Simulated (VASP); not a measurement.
# Lu (Fd-3m) in VASP: notebook

Lu is run at these levels: LDA; tasks: single point.

All numbers are computed with VASP 6.6.1; they aren't measurements. Logs are shortened: lines on timing, memory, paths and dates and some standing lists are left out, and cuts for length are marked.

### Step 1. The cell of the first run

Symmetry: Fd-3m, No. 227, cubic system. Conventional cell: a = 5.137 Å, b = 5.137 Å, c = 5.137 Å, α = 90.00°, β = 90.00°, γ = 90.00°. Within 2.9 Å of Lu (site symmetry -43m) lie 4 Lu at 2.22 Å.

### Step 2. Single point, LDA

The input, INCAR:

```
SYSTEM = Lu
  PREC = Accurate
  ENCUT = 520
  EDIFF = 1E-6
  ISMEAR = 0
  SIGMA = 0.05
  LREAL = .False.
  LASPH = .True.
  NELM = 60
  ALGO = Normal
  ISIF = 2
  LWAVE = .False.
  LCHARG = .False.
  GGA = CA
  NBANDS = 32
```

The input, KPOINTS:

```
Automatic mesh
0
Gamma
  5 5 5
  0 0 0
```

The input, POSCAR:

```
Lu
1.0
    0.0000000000      2.5686793187      2.5686793187
    2.5686793187      0.0000000000      2.5686793187
    2.5686793187      2.5686793187      0.0000000000
Lu
2
Direct
    0.0000000000      0.0000000000      0.0000000000
    0.2500000000      0.2500000000      0.2500000000
```

Potentials or basis: VASP PAW PBE potentials, release 64 (Lu).

On the command line:

```bash
cat potpaw_PBE.64/Lu/POTCAR > POTCAR
mpirun -np 1 vasp_std > vasp.out
```

OUTCAR:

```text
SYSTEM = Lu
   PREC = Accurate
   ENCUT = 520
   EDIFF = 1E-6
   ISMEAR = 0
   LREAL = .False.
   LASPH = .True.
   NELM = 60
   ISIF = 2
   GGA = CA

 ion  position               nearest neighbor table
   1  0.000  0.000  0.000-   2 2.22   2 2.22   2 2.22   2 2.22
   2  0.250  0.250  0.250-   1 2.22   1 2.22   1 2.22   1 2.22

  LATTYP: Found a face centered cubic cell.
 ALAT       =     5.1373586374

  Lattice vectors:

 A1 = (   0.0000000000,   2.5686793187,   2.5686793187)
 A2 = (   2.5686793187,   0.0000000000,   2.5686793187)
 A3 = (   2.5686793187,   2.5686793187,   0.0000000000)

Analysis of symmetry for initial positions (statically):
=====================================================================
 Subroutine PRICEL returns:
 Original cell was already a primitive cell.

 Routine SETGRP: Setting up the symmetry group for a
 face centered cubic supercell.

 Subroutine GETGRP returns: Found 48 space group operations
 (whereof 24 operations were pure point group operations)
 out of a pool of 48 trial point group operations.

The static configuration has the point symmetry T_d .
 The point group associated with its full space group is O_h .

Analysis of symmetry for dynamics (positions and initial velocities):
=====================================================================
 Subroutine PRICEL returns:
 Original cell was already a primitive cell.

 Routine SETGRP: Setting up the symmetry group for a
 face centered cubic supercell.

 Subroutine GETGRP returns: Found 48 space group operations
 (whereof 24 operations were pure point group operations)
 out of a pool of 48 trial point group operations.

The dynamic configuration has the point symmetry T_d .
 The point group associated with its full space group is O_h .

 Subroutine INISYM returns: Found 48 space group operations
 (whereof 24 operations are pure point group operations),
 and found     1 'primitive' translations

----------------------------------------------------------------------------------------

                                     Primitive cell

  volume of cell :      33.8969

  direct lattice vectors                    reciprocal lattice vectors
     0.000000000  2.568679319  2.568679319    -0.194652558  0.194652558  0.194652558
     2.568679319  0.000000000  2.568679319     0.194652558 -0.194652558  0.194652558
     2.568679319  2.568679319  0.000000000     0.194652558  0.194652558 -0.194652558

  length of vectors
     3.632661130  3.632661130  3.632661130     0.337148120  0.337148120  0.337148120

[... 63 lines left out ...]
   ENCUT  =  520.0 eV  38.22 Ry    6.18 a.u.   6.75  6.75  6.75*2*pi/ulx,y,z
   NELM   =     60;   NELMIN=  2; NELMDL= -5     # of ELM steps
   EDIFF  = 0.1E-05   stopping-criterion for ELM
   LREAL  =      F    real-space projection
   EDIFFG = 0.1E-04   stopping-criterion for IOM
   NSW    =      0    number of steps for IOM
   IBRION =     -1    ionic relax: 0-MD 1-quasi-New 2-CG
   NFREE  =      0    steps in history (QN), initial steepest desc. (CG)
   ISIF   =      2    stress and relaxation
   ISYM   =      2    0-nonsym 1-usesym 2-fastsym
   POTIM  = 0.5000    time-step for ionic-motion
   TEBEG  =    0.0;   TEEND  =   0.0 temperature during run
   PSTRESS=    0.0 pullay stress
   NELECT =      50.0000    total number of electrons
   NUPDOWN=      -1.0000    fix difference up-down
   EMIN   =  10.00;   EMAX   =-10.00  energy-range for DOS
   EFERMI =   0.00;   METHOD = LEGACY
   ISMEAR =     0;   SIGMA  =   0.05  broadening in eV -4-tet -1-fermi 0-gaus
   EFERMI_NEDOS =   21; number of points for ismear=-14 and -15
   IALGO  =     38    algorithm
   IMIX   =      4    mixing-type and parameters
     AMIX     =   0.40;   BMIX     =  1.00
     AMIX_MAG =   1.60;   BMIX_MAG =  1.00
  volume/ion in A,a.u.               =      16.95       114.37
  Fermi-wavevector in a.u.,A,eV,Ry     =   1.863567  3.521630 47.251413  3.472881
  Thomas-Fermi vector in A             =   2.910894
   LORBIT       =      0    0 simple, 1 ext, 2 COOP (PROOUT), +10 PAW based schemes
   GGA     = CA    functional components
   LHFCALC =     F    Hartree Fock is set to
   AEXX    =    0.0000 exact exchange contribution
   IVDW    =     0    specifies the selected vdW correction
   LEPSILON=     F    determine dielectric tensor
   LRPA    =     F    only Hartree local field effects (RPA)
 non-spin polarized calculation
 Gauss-broadening in eV      SIGMA  =   0.05
  energy-cutoff  :      520.00
  volume of cell :       33.90
 maximum number of plane-waves:       941
   NGX = 13   NGY = 13   NGZ = 13

 number of electron      50.0000001 magnetization

 Free energy of the ion-electron system (eV)
  ---------------------------------------------------
  ext. energy  EPLUGINS =         0.00000000
  ---------------------------------------------------
  free energy    TOTEN  =        -2.19088221 eV

  energy without entropy =       -2.18042019  energy(sigma->0) =       -2.18565120

 E-fermi :   4.3015     XC(G=0): -13.7626

 val. band max:        4.2889362501   @ k =  -0.4000   0.4000   0.2000
 cond. band min:       4.3249354686   @ k =  -0.2000   0.2000   0.0000
 fundamental gap:      0.0359992185
 Fermi energy:         4.3014638243

 k-point     1 :       0.0000    0.0000    0.0000
  band No.  band energies     occupation
      1     -53.4910      2.00000
      2     -50.9215      2.00000
      3     -25.1783      2.00000
      4     -25.1783      2.00000
      5     -25.1783      2.00000
      6     -21.7016      2.00000
[... 339 lines left out ...]
     31      11.3182      0.00000
     32      11.6454      0.00000

------------------------ aborting loop because EDIFF is reached ----------------------------------------

  FORCE on cell =-STRESS in cart. coord.  units (eV):
  Direction    XX          YY          ZZ          XY          YZ          ZX
  --------------------------------------------------------------------------------------
  -------------------------------------------------------------------------------------
  Total       13.7261612     13.7261612     13.7261612      0.0000000      0.0000000     -0.0000000
  in kB      648.7838237    648.7838237    648.7838237      0.0000000      0.0000000     -0.0000000
  external PRESSURE =     648.7838237 kB  Pullay stress =       0.0000000 kB

 VOLUME and BASIS-vectors are now :
 -----------------------------------------------------------------------------
  energy-cutoff  :      520.00
  volume of cell :       33.90
      direct lattice vectors                 reciprocal lattice vectors
     0.000000000  2.568679319  2.568679319    -0.194652558  0.194652558  0.194652558
     2.568679319  0.000000000  2.568679319     0.194652558 -0.194652558  0.194652558
     2.568679319  2.568679319  0.000000000     0.194652558  0.194652558 -0.194652558

 POSITION                                       TOTAL-FORCE (eV/Angst)
 -----------------------------------------------------------------------------------
      0.00000      0.00000      0.00000         0.000000      0.000000      0.000000
      1.28434      1.28434      1.28434        -0.000000     -0.000000     -0.000000
 -----------------------------------------------------------------------------------
    total drift:                                0.000000      0.000000      0.000000

  FREE ENERGIE OF THE ION-ELECTRON SYSTEM (eV)
  ---------------------------------------------------
  free  energy   TOTEN  =        -2.1908822149 eV

  energy  without entropy=       -2.1804201914  energy(sigma->0) =       -2.18565120
```

OSZICAR:

```text
N       E                     dE             d eps       ncg     rms          rms(c)
DAV:   1     0.247879608912E+03    0.24788E+03   -0.17953E+04   920   0.523E+03
DAV:   2     0.260559908192E+02   -0.22182E+03   -0.21001E+03   688   0.621E+02
DAV:   3    -0.918656033595E+00   -0.26975E+02   -0.26423E+02   720   0.135E+02
DAV:   4    -0.318954513024E+01   -0.22709E+01   -0.22129E+01  1040   0.332E+01
DAV:   5    -0.324086054747E+01   -0.51315E-01   -0.51289E-01   816   0.512E+00    0.191E+01
DAV:   6    -0.235142848255E+01    0.88943E+00   -0.23072E+00   976   0.485E+01    0.108E+01
DAV:   7    -0.218477490032E+01    0.16665E+00   -0.50684E-01  1032   0.839E+00    0.300E+00
DAV:   8    -0.218834998460E+01   -0.35751E-02   -0.68198E-02   992   0.211E+00    0.804E-01
DAV:   9    -0.219464331299E+01   -0.62933E-02   -0.27857E-02   864   0.223E+00    0.968E-01
DAV:  10    -0.219084293115E+01    0.38004E-02   -0.11664E-02   928   0.179E+00    0.124E-01
DAV:  11    -0.219088285049E+01   -0.39919E-04   -0.68486E-04   760   0.184E-01    0.202E-02
DAV:  12    -0.219088264279E+01    0.20770E-06   -0.30131E-05   992   0.451E-02    0.124E-02
DAV:  13    -0.219088221486E+01    0.42793E-06   -0.34869E-06   736   0.227E-02
   1 F= -.21908822E+01 E0= -.21856512E+01  d E =-.104620E-01
```

Wall time 12 s (1 thread of Intel Xeon 6975P-C, shared host); peak memory 0.15 GiB.

What came out:

```
Free energy            : -2.1909 eV
Pressure               : 64.9 GPa
Band gap on the k mesh : zero (band 25 reaches 5.15 eV, above the bottom of band 26 at 3.58 eV)
```

Caveat: the k points lie up to 0.42 Å⁻¹ apart; the PAW data sets were made with another functional, which shifts forces and pressure a little; spin-orbit coupling is left out, which moves the levels of the heavy elements.

### Step 3. Single point, LDA

This run uses another cell than the first one, of 19.06 Å³/atom, 1.124 times its volume.

The input, INCAR:

```
PREC = Accurate ; ENCUT = 520
EDIFF = 1E-6 ; ISMEAR = 0
SIGMA = 0.05 ; LREAL = F
LASPH = T ; NELM = 80
ALGO = Normal ; ISIF = 2
LWAVE = F ; LCHARG = F
GGA = CA ; NBANDS = 32
```

The input, KPOINTS:

```
regular mesh
0
Gamma
  5 5 5
```

The input, POSCAR:

```
Lu
1.0
    0.0000000000      2.6711238794      2.6711238794
    2.6711238794      0.0000000000      2.6711238794
    2.6711238794      2.6711238794      0.0000000000
Lu
2
Direct
    0.0000000000      0.0000000000      0.0000000000
    0.2500000000      0.2500000000      0.2500000000
```

Potentials or basis: VASP PAW PBE potentials, release 64 (Lu).

On the command line:

```bash
cat potpaw_PBE.64/Lu/POTCAR > POTCAR
mpirun -np 1 vasp_std > vasp.out
```

It took 11 s on 1 thread of Intel Xeon 6975P-C, shared host; peak memory 0.15 GiB.

The run converged. Its results:

```yaml
Free_energy: -3.6126 eV
Pressure: 43.1 GPa
Band_gap_on_the_k_mesh: zero (band 25 reaches 4.00 eV, above the bottom of band 26 at 2.78 eV)
```

Levels at points of the mesh, in eV from the Fermi level:
| k point | band 22 | band 23 | band 24 | band 25 | band 26 | band 27 | band 28 | band 29 |
| --- | --- | --- | --- | --- | --- | --- | --- | --- |
| (0.00, 0.00, 0.00) | -5.42 | -5.42 | -1.31 | -1.31 | 1.36 | 1.36 | 1.36 | 4.86 |

Caveat: the k points lie up to 0.41 Å⁻¹ apart; the PAW data sets were made with another functional, which shifts forces and pressure a little; spin-orbit coupling is left out, which moves the levels of the heavy elements.
